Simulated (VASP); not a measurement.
Runs of VASP 6.6.1 on ZnO. The structure is that of space group I4/mmm (No. 139), or close to it. The cells are those of the table. 

```csv
cell,gap on the mesh (eV),pressure (GPa)
"a = 3.146, b = 3.146, c = 3.221 Å, angles 59.2, 59.2, 61.6°, 2 atoms",0.19,-24.2
"a = 3.072, b = 3.072, c = 3.221 Å, angles 58.4, 58.4, 63.2°, 2 atoms",(a),-17.5
"a = 3.109, b = 3.109, c = 3.221 Å, angles 58.8, 58.8, 62.4°, 2 atoms",0.27,-21.3
"a = 3.032, b = 3.032, c = 3.145 Å, angles 58.8, 58.8, 62.5°, 2 atoms",0.57,(b)
```

Alike in all rows: task single point; level LDA; potentials or basis VASP PAW LDA potentials, release 64 (Zn, O); no spin polarisation; k mesh 12 × 12 × 12; cutoff (eV) 520; smearing gaussian 0.05 eV.

Problem. Fill in the values left out.

Solution. (a) 0.37; (b) -12.2.

Caveats: the cell stands under tension.

A k mesh can miss the band edges.
